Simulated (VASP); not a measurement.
# HfN (F-43m) in VASP: notebook

The runs below take HfN through single point, with LDA, PBEsol.

All numbers are computed with VASP 6.6.1; they aren't measurements. Logs are shortened: lines on timing, memory, paths and dates and some standing lists are left out, and cuts for length are marked.

## 1. The cell of the first run

Symmetry: F-43m, No. 216, cubic system. The conventional cell has a = 4.809 Å, b = 4.809 Å, c = 4.809 Å, α = 90.00°, β = 90.00°, γ = 90.00°. Within 2.8 Å of Hf (site symmetry -43m) lie 4 N at 2.08 Å. Within 2.8 Å of N (site symmetry -43m) lie 4 Hf at 2.08 Å.

## 2. Single point, LDA (volume scaled by 0.94)

The input, INCAR:

```
SYSTEM = HfN
  PREC = Accurate
  ENCUT = 520
  EDIFF = 1E-7
  ISMEAR = -1
  SIGMA = 0.05
  LREAL = .False.
  LASPH = .True.
  NELM = 60
  ALGO = Normal
  ISIF = 2
  LWAVE = .False.
  LCHARG = .True.
  GGA = CA
  LELF = .True.
  LVHAR = .True.
  NBANDS = 14
```

The input, KPOINTS:

```
Automatic mesh
0
Gamma
  9 9 9
  0 0 0
```

The input, POSCAR:

```
HfN
1.0
    0.0000000000      2.4047095306      2.4047095306
    2.4047095306      0.0000000000      2.4047095306
    2.4047095306      2.4047095306      0.0000000000
Hf N
1 1
Direct
    0.0000000000      0.0000000000      0.0000000000
    0.2500000000      0.2500000000      0.2500000000
```

Potentials or basis: VASP PAW LDA potentials, release 64 (Hf_pv, N).

On the command line:

```console
$ cat potpaw_LDA.64/Hf_pv/POTCAR potpaw_LDA.64/N/POTCAR > POTCAR
$ mpirun -np 1 vasp_std > vasp.out
```

OUTCAR:

```text
SYSTEM = HfN
   PREC = Accurate
   ENCUT = 520
   EDIFF = 1E-7
   ISMEAR = -1
   LREAL = .False.
   LASPH = .True.
   NELM = 60
   ISIF = 2
   GGA = CA

 ion  position               nearest neighbor table
   1  0.000  0.000  0.000-   2 2.08   2 2.08   2 2.08   2 2.08
   2  0.250  0.250  0.250-   1 2.08   1 2.08   1 2.08   1 2.08

  LATTYP: Found a face centered cubic cell.
 ALAT       =     4.8094190612

  Lattice vectors:

 A1 = (   0.0000000000,   2.4047095306,   2.4047095306)
 A2 = (   2.4047095306,   0.0000000000,   2.4047095306)
 A3 = (   2.4047095306,   2.4047095306,   0.0000000000)

Analysis of symmetry for initial positions (statically):
=====================================================================
 Subroutine PRICEL returns:
 Original cell was already a primitive cell.

 Routine SETGRP: Setting up the symmetry group for a
 face centered cubic supercell.

 Subroutine GETGRP returns: Found 24 space group operations
 (whereof 24 operations were pure point group operations)
 out of a pool of 48 trial point group operations.

The static configuration has the point symmetry T_d .

Analysis of symmetry for dynamics (positions and initial velocities):
=====================================================================
 Subroutine PRICEL returns:
 Original cell was already a primitive cell.

 Routine SETGRP: Setting up the symmetry group for a
 face centered cubic supercell.

 Subroutine GETGRP returns: Found 24 space group operations
 (whereof 24 operations were pure point group operations)
 out of a pool of 48 trial point group operations.

The dynamic configuration has the point symmetry T_d .

 Subroutine INISYM returns: Found 24 space group operations
 (whereof 24 operations are pure point group operations),
 and found     1 'primitive' translations

----------------------------------------------------------------------------------------

                                     Primitive cell

  volume of cell :      27.8111

  direct lattice vectors                    reciprocal lattice vectors
     0.000000000  2.404709531  2.404709531    -0.207925321  0.207925321  0.207925321
     2.404709531  0.000000000  2.404709531     0.207925321 -0.207925321  0.207925321
     2.404709531  2.404709531  0.000000000     0.207925321  0.207925321 -0.207925321

  length of vectors
     3.400772832  3.400772832  3.400772832     0.360137219  0.360137219  0.360137219

  position of ions in fractional coordinates (direct lattice)
     0.000000000  0.000000000  0.000000000
     0.250000000  0.250000000  0.250000000

  ion indices of the primitive-cell ions
   primitive index   ion index
                 1           1
                 2           2

----------------------------------------------------------------------------------------

 KPOINTS: Automatic mesh

Automatic generation of k-mesh.
 Grid dimensions read from file:
 generate k-points for:    9    9    9

 Generating k-lattice:

  Cartesian coordinates                     Fractional coordinates (reciprocal lattice)
    -0.023102813  0.023102813  0.023102813     0.111111111  0.000000000  0.000000000
     0.023102813 -0.023102813  0.023102813     0.000000000  0.111111111  0.000000000
     0.023102813  0.023102813 -0.023102813     0.000000000  0.000000000  0.111111111

  Length of vectors
     0.040015247  0.040015247  0.040015247

  Shift w.r.t. Gamma in fractional coordinates (k-lattice)
     0.000000000  0.000000000  0.000000000

 Subroutine IBZKPT returns following result:
 ===========================================

 Found     35 irreducible k-points:

 Following reciprocal coordinates:
            Coordinates               Weight
  0.000000  0.000000  0.000000      1.000000
  0.111111  0.000000  0.000000      8.000000
  0.222222  0.000000  0.000000      8.000000
  0.333333  0.000000  0.000000      8.000000
  0.444444  0.000000  0.000000      8.000000
  0.111111  0.111111  0.000000      6.000000
[... 16 lines left out ...]
 -0.333333  0.333333  0.000000     12.000000
  0.444444  0.444444  0.000000      6.000000
 [... further k-points ...]
   k-points           NKPTS =     35   k-points in BZ     NKDIM =     35   number of bands    NBANDS=     14
   number of dos      NEDOS =    301   number of ions     NIONS =      2
   total plane-waves  NPLWV =  21952
   dimension x,y,z NGX =    28 NGY =   28 NGZ =   28
   dimension x,y,z NGXF=    56 NGYF=   56 NGZF=   56
   ions per type =               1   1
   NGX,Y,Z   is equivalent  to a cutoff of  13.69, 13.69, 13.69 a.u.
   NGXF,Y,Z  is equivalent  to a cutoff of  27.38, 27.38, 27.38 a.u.
 SYSTEM =  HfN
   PREC   = accura    normal or accurate (medium, high low for compatibility)
   ISTART =      0    job   : 0-new  1-cont  2-samecut
   ICHARG =      2    charge: 1-file 2-atom 10-const
   ISPIN  =      1    spin polarized calculation?
   LNONCOLLINEAR =      F non collinear calculations
   LSORBIT =      F    spin-orbit coupling
   LASPH  =      T    aspherical Exc in radial PAW
   ENCUT  =  520.0 eV  38.22 Ry    6.18 a.u.   6.32  6.32  6.32*2*pi/ulx,y,z
   NELM   =     60;   NELMIN=  2; NELMDL= -5     # of ELM steps
   EDIFF  = 0.1E-06   stopping-criterion for ELM
   LREAL  =      F    real-space projection
   EDIFFG = 0.1E-05   stopping-criterion for IOM
   NSW    =      0    number of steps for IOM
   IBRION =     -1    ionic relax: 0-MD 1-quasi-New 2-CG
   NFREE  =      0    steps in history (QN), initial steepest desc. (CG)
   ISIF   =      2    stress and relaxation
   ISYM   =      2    0-nonsym 1-usesym 2-fastsym
   POTIM  = 0.5000    time-step for ionic-motion
   TEBEG  =    0.0;   TEEND  =   0.0 temperature during run
   PSTRESS=    0.0 pullay stress
   NELECT =      15.0000    total number of electrons
   NUPDOWN=      -1.0000    fix difference up-down
   EMIN   =  10.00;   EMAX   =-10.00  energy-range for DOS
   EFERMI =   0.00;   METHOD = LEGACY
   ISMEAR =    -1;   SIGMA  =   0.05  broadening in eV -4-tet -1-fermi 0-gaus
   EFERMI_NEDOS =   21; number of points for ismear=-14 and -15
   IALGO  =     38    algorithm
   IMIX   =      4    mixing-type and parameters
     AMIX     =   0.40;   BMIX     =  1.00
     AMIX_MAG =   1.60;   BMIX_MAG =  1.00
  volume/ion in A,a.u.               =      13.91        93.84
  Fermi-wavevector in a.u.,A,eV,Ry     =   1.332598  2.518246 24.161478  1.775819
  Thomas-Fermi vector in A             =   2.461521
   LORBIT       =      0    0 simple, 1 ext, 2 COOP (PROOUT), +10 PAW based schemes
   GGA     = CA    functional components
   LHFCALC =     F    Hartree Fock is set to
   AEXX    =    0.0000 exact exchange contribution
   IVDW    =     0    specifies the selected vdW correction
   LEPSILON=     F    determine dielectric tensor
   LRPA    =     F    only Hartree local field effects (RPA)
 non-spin polarized calculation
  energy-cutoff  :      520.00
  volume of cell :       27.81
 maximum number of plane-waves:       759
 NGX is ok and might be reduce to    28
   NGX = 13   NGY = 13   NGZ = 13

 number of electron      15.0000001 magnetization

 Free energy of the ion-electron system (eV)
  ---------------------------------------------------
  ext. energy  EPLUGINS =         0.00000000
  ---------------------------------------------------
  free energy    TOTEN  =       -23.06345878 eV

  energy without entropy =      -23.05898967  energy(sigma->0) =      -23.06122422

 E-fermi :   6.0693     XC(G=0): -11.8005

 val. band max:        6.0665277041   @ k =   0.2222   0.2222   0.0000
 cond. band min:       6.2384564805   @ k =   0.1111   0.0000   0.0000
 fundamental gap:      0.1719287764
 Fermi energy:         6.0692922650

 k-point     1 :       0.0000    0.0000    0.0000
  band No.  band energies     occupation
      1     -24.6524      2.00000
      2     -24.6524      2.00000
      3     -24.6524      2.00000
      4     -10.1660      2.00000
      5       0.3193      2.00000
      6       0.3193      2.00000
      7       0.3193      2.00000
      8       5.5936      1.99985
      9       8.3342      0.00000
     10       8.3342      0.00000
     11      13.0103      0.00000
     12      13.0103      0.00000
     13      13.0103      0.00000
     14      17.7500      0.00000

 k-point     2 :       0.1111    0.0000    0.0000
  band No.  band energies     occupation
      1     -24.7291      2.00000
      2     -24.6621      2.00000
      3     -24.6621      2.00000
      4      -9.9960      2.00000
      5       0.0802      2.00000
      6       0.4168      2.00000
      7       0.4168      2.00000
      8       6.2385      0.06564
      9       8.1245      0.00000
     10       8.1245      0.00000
     11      12.6873      0.00000
     12      13.3294      0.00000
     13      13.3294      0.00000
     14      17.7397      0.00000

 k-point     3 :       0.2222    0.0000    0.0000
  band No.  band energies     occupation
      1     -24.9172      2.00000
      2     -24.6863      2.00000
      3     -24.6863      2.00000
      4      -9.5887      2.00000
      5      -0.2116      2.00000
      6       0.6426      2.00000
      7       0.6426      2.00000
      8       7.5031      0.00000
      9       7.8964      0.00000
     10       7.8964      0.00000
     11      12.1440      0.00000
     12      13.5775      0.00000
     13      13.5775      0.00000
     14      15.6255      0.00000
[... 324 lines left out ...]
 k-point    23 :      -0.3333    0.3333    0.0000
  band No.  band energies     occupation
      1     -25.1452      2.00000
      2     -24.9939      2.00000
      3     -24.7919      2.00000
      4      -8.5499      2.00000
      5       0.0206      2.00000
      6       1.2563      2.00000
      7       1.7159      2.00000
      8       5.2364      2.00000
      9       8.2324      0.00000
     10       8.7087      0.00000
     11      12.5809      0.00000
     12      12.6979      0.00000
     13      14.9258      0.00000
     14      16.4901      0.00000

 k-point    24 :       0.4444    0.4444    0.0000
  band No.  band energies     occupation
      1     -25.2444      2.00000
      2     -24.8540      2.00000
      3     -24.8540      2.00000
      4      -8.5170      2.00000
      5      -1.1871      2.00000
      6       2.3373      2.00000
      7       2.3373      2.00000
      8       4.9117      2.00000
      9       8.5638      0.00000
     10      10.2270      0.00000
     11      11.1754      0.00000
     12      11.1754      0.00000
     13      15.7158      0.00000
     14      17.7467      0.00000

 [... further k-points ...]
[... 5 lines left out ...]
  --------------------------------------------------------------------------------------
  -------------------------------------------------------------------------------------
  Total        0.4368137      0.4368137      0.4368137      0.0000000      0.0000000      0.0000000
  in kB       25.1645379     25.1645379     25.1645379      0.0000000      0.0000000      0.0000000
  external PRESSURE =      25.1645379 kB  Pullay stress =       0.0000000 kB

 VOLUME and BASIS-vectors are now :
 -----------------------------------------------------------------------------
  energy-cutoff  :      520.00
  volume of cell :       27.81
      direct lattice vectors                 reciprocal lattice vectors
     0.000000000  2.404709531  2.404709531    -0.207925321  0.207925321  0.207925321
     2.404709531  0.000000000  2.404709531     0.207925321 -0.207925321  0.207925321
     2.404709531  2.404709531  0.000000000     0.207925321  0.207925321 -0.207925321

 POSITION                                       TOTAL-FORCE (eV/Angst)
 -----------------------------------------------------------------------------------
      0.00000      0.00000      0.00000        -0.000000     -0.000000      0.000000
      1.20235      1.20235      1.20235         0.000000      0.000000     -0.000000
 -----------------------------------------------------------------------------------
    total drift:                               -0.000000     -0.000000     -0.000000

  FREE ENERGIE OF THE ION-ELECTRON SYSTEM (eV)
  ---------------------------------------------------
  free  energy   TOTEN  =       -23.0634587775 eV

  energy  without entropy=      -23.0589896665  energy(sigma->0) =      -23.06122422
```

Wall time 18 s (1 thread of AMD EPYC 7R43 (Zen 3), shared host); peak memory 0.11 GiB.

What came out:

| Quantity | Value |
| --- | --- |
| Free energy | -23.0635 eV |
| Pressure | 2.5 GPa |

Caveat: spin-orbit coupling is left out, which moves the levels of the heavy elements.

(Continued in part 2 of 2.)
